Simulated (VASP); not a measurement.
Write the native input for VASP 6.6.1 that does the following.

| Item | Value |
| --- | --- |
| Task | single point |
| Functional | PBEsol |
| Dispersion | D3(BJ) |
| Potentials or basis | VASP PAW PBE potentials, release 64 (Zr_sv, B) |
| Cutoff | 520 eV |
| k mesh | 10 × 10 × 7 |
| Occupations | fermi-dirac, width 0.05 eV |
| Spin | no spin polarisation |
| Dipole correction | no |
| Further INCAR settings | ALGO = Normal; EDIFF = 1e-07; NBANDS = 14 |

The structure of ZrB lies in POSCAR:

```
ZrB
1.0
    2.3692201589     -2.3692275088      0.0000000000
    2.3692201589      2.3692275088      0.0000000000
    0.0000000000      0.0000000000      2.8472082459
Zr B
1 1
Direct
    0.0000000000      0.0000000000      0.5000000000
    0.5000000000      0.5000000000      0.5000000000
```

One way to write it, as run:

INCAR

```
PREC = Accurate ; ENCUT = 520
EDIFF = 1E-7 ; ISMEAR = -1
SIGMA = 0.05 ; LREAL = False
LASPH = True ; NELM = 100
ALGO = Normal ; ISIF = 2
LWAVE = False ; LCHARG = False
GGA = PS ; IVDW = 12
NBANDS = 14
```

KPOINTS

```
regular mesh
0
Gamma
  10 10 7
```

Potentials or basis: VASP PAW PBE potentials, release 64 (Zr_sv, B).

Launch:

```bash
$ cat potpaw_PBE.64/Zr_sv/POTCAR potpaw_PBE.64/B/POTCAR > POTCAR
$ mpirun -np 1 vasp_std > vasp.out
```

Results of the run:

| Quantity | Value |
| --- | --- |
| Pressure | 0.1 GPa |
| Dispersion energy per atom | -0.348 eV |

Caveat: the PAW data sets were made with another functional, which shifts forces and pressure a little; pairwise dispersion overbinds metals, which lowers pressure and volume.

Wall time 45 s on 1 thread of AMD EPYC 7R43 64-Core Processor (Zen 3) (shared host), peak memory 0.14 GiB.
